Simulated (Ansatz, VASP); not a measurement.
# One calculation of PtSe2, two programs

POSCAR

```
PtSe2
1.0
    3.7486629704      0.0000000000      0.0000000000
   -1.8743314852      3.2464373626      0.0000000000
    0.0000000000      0.0000000000      5.0955241558
Pt Se
1 2
Direct
    0.0000000000      0.0000000000      0.0000000000
    0.6666666667      0.3333333333      0.7500000000
    0.3333333333      0.6666666667      0.2500000000
```

Contents of INCAR.step1:

```
SYSTEM = PtSe2
ALGO = Normal
EDIFF = 1E-4
ENCUT = 520
GGA = PE
ISMEAR = -1
LASPH = .True.
LCHARG = .False.
LREAL = .False.
LWAVE = .True.
NBANDS = 18
NELM = 60
PREC = Accurate
SIGMA = 0.05
```

Contents of INCAR.step2:

```
SYSTEM = PtSe2
ALGO = Normal
BPARAM = 11.95
CPARAM = 0.0093
EDIFF = 1E-6
ENCUT = 520
ISIF = 2
ISMEAR = -1
ISTART = 1
IVDW_NL = 2
LASPH = .True.
LCHARG = .False.
LMIXTAU = .True.
LREAL = .False.
LUSE_VDW = .True.
LWAVE = .False.
METAGGA = R2SCAN
NBANDS = 18
NELM = 60
PREC = Accurate
SIGMA = 0.05
```

File KPOINTS:

```
k-points
0
Gamma
  8 8 5
  0 0 0
```

Contents of input.yaml:

```yaml
crystal:
  lattice:
    - [3.7486629704, 0.0, 0.0]
    - [-1.8743314852, 3.2464373626, 0.0]
    - [0.0, 0.0, 5.0955241558]
  atoms:
    - { symbol: Pt, position: [0.0, 0.0, 0.0] }
    - { symbol: Se, position: [0.6666666667, 0.3333333333, 0.75] }
    - { symbol: Se, position: [0.3333333333, 0.6666666667, 0.25] }
hamiltonian:
  xc: r2scan
  pseudopotentials: { kind: paw }
  dispersion: rvv10
kpoints:
  mp_grid: { grid: [8, 8, 5] }
scf:
  occupations: { method: fermi_dirac, width: 0.05 }
output:
  forces: true
  stress: true
  eigenvalues: true
  write_density: true
  write_potential: true
  elf: true
  volumetric_format: npy
```

Alike in both runs: task single point; functional r2SCAN; dispersion rVV10; k mesh 8 × 8 × 5; occupations fermi-dirac, width 0.05 eV; no spin polarisation.

```csv
,VASP,Ansatz
version,VASP 6.6.1,Ansatz 0.2.0
potentials or method,"VASP PAW PBE potentials, release 64 (Pt, Se)",Ansatz PAW
plane-wave cutoff (eV),520,500
valence electrons in the cell,22,50
```

|  | VASP | Ansatz | Ansatz less VASP |
| --- | --- | --- | --- |
| gap on the k mesh at the Fermi level (eV) | none | none | - |
| pressure (GPa) | 1.2 | 0.8 | -0.47 |
| traceless stress, the component that is largest in VASP (GPa) | 0.55 | 0.67 | +0.116 |
| rms of the force components (eV/Å) | 0.096 | 0.077 | -0.0182 |

VASP's potentials were made for PBE, not for r2SCAN. Atom by atom the forces differ by 0.018 eV/Å (rms over components). A gap of «none» marks a metal or a gap that the smearing closes. VASP's potentials hold 22 valence electrons a cell and Ansatz's 50, so a difference there can come from the potentials and not from the codes.

Neither program's run includes spin-orbit coupling.
